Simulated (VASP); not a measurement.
# Ni3O4 (Amm2) in VASP: a series of runs

The runs below take Ni3O4 through single point, with PBEsol.

Program: VASP 6.6.1. These are calculated values, not measurements. Logs are shortened: lines on timing, memory, paths and dates and some standing lists are left out, and cuts for length are marked.

## Step 1: The cell of the first run

It takes space group Amm2 (No. 38, orthorhombic). The conventional cell has a = 2.847 Å, b = 7.848 Å, c = 5.848 Å, α = 90.00°, β = 90.00°, γ = 90.00°. Ni (site symmetry m) has 6 O at 1.97 to 2.04 Å within 2.6 Å. Ni (site symmetry mm2) has 6 O at 1.84 to 1.93 Å within 2.4 Å. O (site symmetry mm2) has 4 Ni at 1.93 to 1.97 Å and 5 O at 2.48 to 2.67 Å within 2.7 Å. O (site symmetry mm2) has 4 Ni at 1.84 to 1.98 Å and 1 O at 2.48 Å within 2.5 Å. O (site symmetry m) has 5 Ni at 1.86 to 2.04 Å within 2.5 Å.

## Step 2: Single point, PBEsol (atoms displaced along a vibrational mode)

INCAR reads:

```
ALGO     = Normal         # electronic algorithm
EDIFF    = 1E-6           # SCF threshold, eV
ENCUT    = 520            # plane-wave cutoff, eV
GGA      = PS             # functional
ISIF     = 2              # what is computed and relaxed
ISMEAR   = 0              # smearing method
LASPH    = True           # aspherical terms in the spheres
LCHARG   = False          # write CHGCAR
LREAL    = False          # projectors in reciprocal space
LWAVE    = False          # write WAVECAR
NBANDS   = 36             # bands
NELM     = 60             # most SCF steps
PREC     = Accurate       # precision mode
SIGMA    = 0.15           # smearing width, eV
```

KPOINTS reads:

```
k-points
0
Gamma
  8 8 14
```

POSCAR reads:

```
Ni3O4
1.0
    2.9242323582     -3.9238236797      0.0000000000
    2.9242323582      3.9238236797      0.0000000000
    0.0000000000      0.0000000000      2.8472645958
Ni O
3 4
Direct
    0.4997594836      0.0002577860      0.5000000000
    0.0002577860      0.4997594836      0.5000000000
    0.0041053120      0.0041053120      0.0000000000
    0.7801945556      0.7801945556      0.5000000000
    0.2044167904      0.2044167904      0.5000000000
    0.2372967913      0.7629678967      0.0000000000
    0.7629678967      0.2372967913      0.0000000000
```

Potentials or basis: VASP PAW PBE potentials, release 64 (Ni, O).

Launch:

```
$ cat potpaw_PBE.64/Ni/POTCAR potpaw_PBE.64/O/POTCAR > POTCAR
$ mpirun -np 1 vasp_std > vasp.out
```

OUTCAR:

```text
EDIFF = 1E-6
   ENCUT = 520
   GGA = PS
   ISIF = 2
   ISMEAR = 0
   LASPH = True
   LREAL = False
   NELM = 60
   PREC = Accurate

 ion  position               nearest neighbor table
   1  0.500  0.000  0.500-   4 1.97   5 1.98   6 2.04   6 2.04   7 2.04   7 2.04   3 2.82   3 2.82
                             3 2.84   3 2.84   2 2.92   2 2.92
   2  0.000  0.500  0.500-   4 1.97   5 1.98   7 2.04   7 2.04   6 2.04   6 2.04   3 2.82   3 2.82
                             3 2.84   3 2.84   1 2.92   1 2.92
   3  0.004  0.004  0.000-   5 1.84   5 1.84   7 1.86   6 1.86   4 1.93   4 1.93   1 2.82   2 2.82
                             1 2.82   2 2.82   2 2.84   2 2.84   1 2.84   1 2.84
   4  0.780  0.780  0.500-   3 1.93   3 1.93   1 1.97   2 1.97
   5  0.204  0.204  0.500-   3 1.84   3 1.84   1 1.98   2 1.98
   6  0.237  0.763  0.000-   3 1.86   1 2.04   1 2.04   2 2.04   2 2.04
   7  0.763  0.237  0.000-   3 1.86   2 2.04   2 2.04   1 2.04   1 2.04

  LATTYP: Found a base centered orthorhombic cell.
 ALAT       =     5.8484647164
 B/A-ratio  =     1.3418303332
 C/A-ratio  =     0.4868396637

  Lattice vectors:

 A1 = (   2.9242323582,  -3.9238236797,   0.0000000000)
 A2 = (   2.9242323582,   3.9238236797,   0.0000000000)
 A3 = (   0.0000000000,   0.0000000000,   2.8472645958)

Analysis of symmetry for initial positions (statically):
=====================================================================
 Subroutine PRICEL returns:
 Original cell was already a primitive cell.

 Routine SETGRP: Setting up the symmetry group for a
 base centered orthorhombic supercell.

 Subroutine GETGRP returns: Found  4 space group operations
 (whereof  4 operations were pure point group operations)
 out of a pool of  8 trial point group operations.

The static configuration has the point symmetry C_2v.

Analysis of symmetry for dynamics (positions and initial velocities):
=====================================================================
 Subroutine PRICEL returns:
 Original cell was already a primitive cell.

 Routine SETGRP: Setting up the symmetry group for a
 base centered orthorhombic supercell.

 Subroutine GETGRP returns: Found  4 space group operations
 (whereof  4 operations were pure point group operations)
 out of a pool of  8 trial point group operations.

The dynamic configuration has the point symmetry C_2v.

 Subroutine INISYM returns: Found  4 space group operations
 (whereof  4 operations are pure point group operations),
 and found     1 'primitive' translations

[... 111 lines left out ...]
   ISYM   =      2    0-nonsym 1-usesym 2-fastsym
   POTIM  = 0.5000    time-step for ionic-motion
   TEBEG  =    0.0;   TEEND  =   0.0 temperature during run
   PSTRESS=    0.0 pullay stress
   NELECT =      54.0000    total number of electrons
   NUPDOWN=      -1.0000    fix difference up-down
   EMIN   =  10.00;   EMAX   =-10.00  energy-range for DOS
   EFERMI =   0.00;   METHOD = LEGACY
   ISMEAR =     0;   SIGMA  =   0.15  broadening in eV -4-tet -1-fermi 0-gaus
   EFERMI_NEDOS =   21; number of points for ismear=-14 and -15
   IALGO  =     38    algorithm
   IMIX   =      4    mixing-type and parameters
     AMIX     =   0.40;   BMIX     =  1.00
     AMIX_MAG =   1.60;   BMIX_MAG =  1.00
  volume/ion in A,a.u.               =       9.33        62.99
  Fermi-wavevector in a.u.,A,eV,Ry     =   1.536313  2.903210 32.113252  2.360257
  Thomas-Fermi vector in A             =   2.642979
   LORBIT       =      0    0 simple, 1 ext, 2 COOP (PROOUT), +10 PAW based schemes
   GGA     = PS    functional components
   LHFCALC =     F    Hartree Fock is set to
   AEXX    =    0.0000 exact exchange contribution
   IVDW    =     0    specifies the selected vdW correction
   LEPSILON=     F    determine dielectric tensor
   LRPA    =     F    only Hartree local field effects (RPA)
 non-spin polarized calculation
 Gauss-broadening in eV      SIGMA  =   0.15
  energy-cutoff  :      520.00
  volume of cell :       65.34
 maximum number of plane-waves:      1781
   NGX = 19   NGY = 19   NGZ = 11

 number of electron      54.0000029 magnetization

 Free energy of the ion-electron system (eV)
  ---------------------------------------------------
  ext. energy  EPLUGINS =         0.00000000
  ---------------------------------------------------
  free energy    TOTEN  =       -44.19832307 eV

  energy without entropy =      -44.14453680  energy(sigma->0) =      -44.17142993

 E-fermi :   6.4426     XC(G=0): -12.2447

 val. band max:        6.4396826374   @ k =   0.3750  -0.0000   0.5000
 cond. band min:       6.4528091062   @ k =  -0.3750   0.3750   0.1429
 fundamental gap:      0.0131264688
 Fermi energy:         6.4426025846

 k-point     1 :       0.0000    0.0000    0.0000
  band No.  band energies     occupation
      1     -14.4948      2.00000
      2     -12.7336      2.00000
      3     -12.6439      2.00000
      4     -12.2965      2.00000
      5      -2.2127      2.00000
      6      -1.3422      2.00000
[... 925 lines left out ...]
     35      16.2697      0.00000
     36      17.5865      0.00000

 [... further k-points ...]

------------------------ aborting loop because EDIFF is reached ----------------------------------------

  FORCE on cell =-STRESS in cart. coord.  units (eV):
  Direction    XX          YY          ZZ          XY          YZ          ZX
  --------------------------------------------------------------------------------------
  -------------------------------------------------------------------------------------
  Total        0.1552866      0.1066880      0.4566233      0.0000000      0.0000000      0.0000000
  in kB        3.8077236      2.6160558     11.1966863      0.0000000      0.0000000      0.0000000
  external PRESSURE =       5.8734886 kB  Pullay stress =       0.0000000 kB

 VOLUME and BASIS-vectors are now :
 -----------------------------------------------------------------------------
  energy-cutoff  :      520.00
  volume of cell :       65.34
      direct lattice vectors                 reciprocal lattice vectors
     2.924232358 -3.923823680  0.000000000     0.170985045 -0.127426725  0.000000000
     2.924232358  3.923823680  0.000000000     0.170985045  0.127426725  0.000000000
     0.000000000  0.000000000  2.847264596     0.000000000  0.000000000  0.351214285

 POSITION                                       TOTAL-FORCE (eV/Angst)
 -----------------------------------------------------------------------------------
      1.46217     -1.95996      1.42363        -0.001988     -0.141184      0.000000
      1.46217      1.95996      1.42363        -0.001988      0.141184      0.000000
      0.02401      0.00000      0.00000        -1.735070      0.000000      0.000000
      4.56294      0.00000      1.42363         0.745649      0.000000      0.000000
      1.19552      0.00000      1.42363         1.027903      0.000000      0.000000
      2.92501      2.06264      0.00000        -0.017254     -0.057319      0.000000
      2.92501     -2.06264      0.00000        -0.017254      0.057319      0.000000
 -----------------------------------------------------------------------------------
    total drift:                               -0.000197     -0.000000      0.000000

  FREE ENERGIE OF THE ION-ELECTRON SYSTEM (eV)
  ---------------------------------------------------
  free  energy   TOTEN  =       -44.1983230656 eV

  energy  without entropy=      -44.1445367992  energy(sigma->0) =      -44.17142993
```

OSZICAR:

```text
N       E                     dE             d eps       ncg     rms          rms(c)
DAV:   1     0.556079741369E+03    0.55608E+03   -0.25773E+04 12184   0.193E+03
DAV:   2     0.237680882311E+02   -0.53231E+03   -0.49890E+03 12660   0.453E+02
DAV:   3    -0.524292267596E+02   -0.76197E+02   -0.73606E+02 13320   0.187E+02
[... 18 lines left out ...]
DAV:  22    -0.441983832386E+02   -0.35200E-04   -0.42920E-05 16480   0.864E-02    0.115E-01
DAV:  23    -0.441983335003E+02    0.49738E-04   -0.89760E-05 17888   0.133E-01    0.369E-02
DAV:  24    -0.441983240470E+02    0.94533E-05   -0.14527E-05 15472   0.527E-02    0.123E-02
DAV:  25    -0.441983239179E+02    0.12912E-06   -0.15106E-05 14552   0.439E-02    0.170E-02
DAV:  26    -0.441983230656E+02    0.85224E-06   -0.42266E-06  8048   0.257E-02
   1 F= -.44198323E+02 E0= -.44171430E+02  d E =-.537863E-01
```

Wall time 3.8 min (1 thread of Intel Xeon 6975P-C (Granite Rapids), shared host); peak memory 0.39 GiB.

What came out:

```yaml
Free_energy: -44.1983 eV
Pressure: 0.6 GPa
Largest_force: 1.735 eV/Å
Band_gap_on_the_k_mesh: zero (bands 27 and 28 overlap by 0.32 eV)
```

Forces in eV/Å, atoms in the order of the input:
```
Ni  -0.002 -0.141  0.000
Ni  -0.002  0.141  0.000
Ni  -1.735  0.000  0.000
O    0.746  0.000  0.000
O    1.028  0.000  0.000
O   -0.017 -0.057  0.000
O   -0.017  0.057  0.000
```

Stress tensor (GPa, compression positive):
```
0.38 0.00 0.00
0.00 0.26 0.00
0.00 0.00 1.12
```

Levels at points of the mesh, in eV from the Fermi level:
| k point | band 24 | band 25 | band 26 | band 27 | band 28 | band 29 | band 30 | band 31 |
| --- | --- | --- | --- | --- | --- | --- | --- | --- |
| (0.00, 0.00, 0.00) | -1.37 | -1.09 | -1.01 | -0.75 | 0.74 | 1.05 | 1.38 | 1.70 |
| (0.50, 0.00, 0.00) | -1.04 | -0.96 | 0.09 | 0.10 | 0.19 | 0.19 | 0.75 | 0.89 |
| (0.50, 0.50, 0.00) | -1.01 | -0.98 | -0.76 | -0.32 | -0.10 | -0.10 | 0.72 | 1.28 |
| (0.00, 0.00, 0.50) | -1.01 | -0.85 | -0.57 | -0.24 | 0.09 | 0.19 | 0.28 | 1.37 |
| (0.50, 0.00, 0.50) | -0.84 | -0.81 | 0.09 | 0.12 | 0.16 | 0.23 | 0.58 | 0.58 |
| (0.50, 0.50, 0.50) | -1.00 | -0.84 | -0.84 | -0.69 | 0.62 | 0.78 | 1.47 | 1.69 |

Caveat: the cell differs from its parent crystal (atoms displaced along a vibrational mode); the PAW data sets were made with another functional, which shifts forces and pressure a little; the run has no spin polarisation, though such a crystal can be magnetic; semilocal functionals often make such compounds metallic where correlation or magnetic order opens a gap, which also shifts bond lengths. Spin polarisation is off, so any magnetic state and its effect on volume and gap are missing.

(Continued in part 2 of 2.)
